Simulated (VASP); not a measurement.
**Cu: single point with PBEsol+D4**

Cu:

```
CELL_PARAMETERS angstrom
0.00000 1.76688 1.76688
1.76688 0.00000 1.76688
1.76688 1.76688 0.00000
ATOMIC_POSITIONS crystal
Cu 0.00000 0.00000 0.00000
```

```yaml
Program: VASP 6.6.1
Task: single point
Functional: PBEsol
Dispersion: D4
Potentials_or_basis: VASP PAW PBE potentials, release 64 (Cu)
Cutoff: 600 eV
k_mesh: 20 × 20 × 20
Occupations: gaussian, width 0.1 eV
Spin: no spin polarisation
Dipole_correction: no
Further_INCAR_settings: ALGO = Normal; EDIFF = 1e-06; NBANDS = 12
```

The pressure is 0.9 GPa and the dispersion energy per atom is -0.345 eV.

Levels at points of the mesh, in eV from the Fermi level:
```csv
k point,band 3,band 4,band 5,band 6,band 7,band 8,band 9,band 10
"(0.00, 0.00, 0.00)",-3.21,-3.21,-2.29,-2.29,23.16,26.31,26.31,26.31
"(0.50, 0.00, 0.00)",-3.25,-1.66,-1.66,-1.21,4.12,21.62,23.12,23.12
"(0.50, 0.50, 0.00)",-1.68,-1.50,-1.50,1.43,7.62,13.60,13.60,18.30
```

Wall time 53 s on 1 thread of Intel Xeon 8259CL, on a shared host, peak memory 0.16 GiB.

Caveat: the PAW data sets were made with another functional, which shifts forces and pressure a little; pairwise dispersion overbinds metals, which lowers pressure and volume.
